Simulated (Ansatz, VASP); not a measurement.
# Two plane-wave programs on Mo

```
CELL_PARAMETERS angstrom
4.49379 0.00000 0.00000
-2.24689 3.89174 0.00000
0.00000 0.00000 2.46634
ATOMIC_POSITIONS crystal
Mo 0.00000 0.00000 0.00000
Mo 0.33333 0.66667 0.50000
Mo 0.66667 0.33333 0.50000
```

Alike in both runs: task single point; functional PBEsol; k mesh 9 × 9 × 14; occupations fermi-dirac, width 0.1 eV; no spin polarisation.

|  | VASP | Ansatz |
| --- | --- | --- |
| version | VASP 6.6.1 | Ansatz 0.2.0 |
| potentials or method | VASP PAW PBE potentials, release 64 (Mo_sv), cutoff 520 eV | plane waves (420 eV) with PAW, scalar-relativistic |
| valence electrons in the cell | 42 | 42 |

VASP gave:

- pressure (GPa): 26.3
- traceless stress, the component that is largest in VASP (GPa): 1.69

**Question.** Estimate Ansatz's values.

**Answer.** Pressure (GPa): 25.5; traceless stress, the component that is largest in VASP (GPa): 1.39.

VASP's potentials were made for PBE, not for PBEsol, and Ansatz warns of the same on its side.
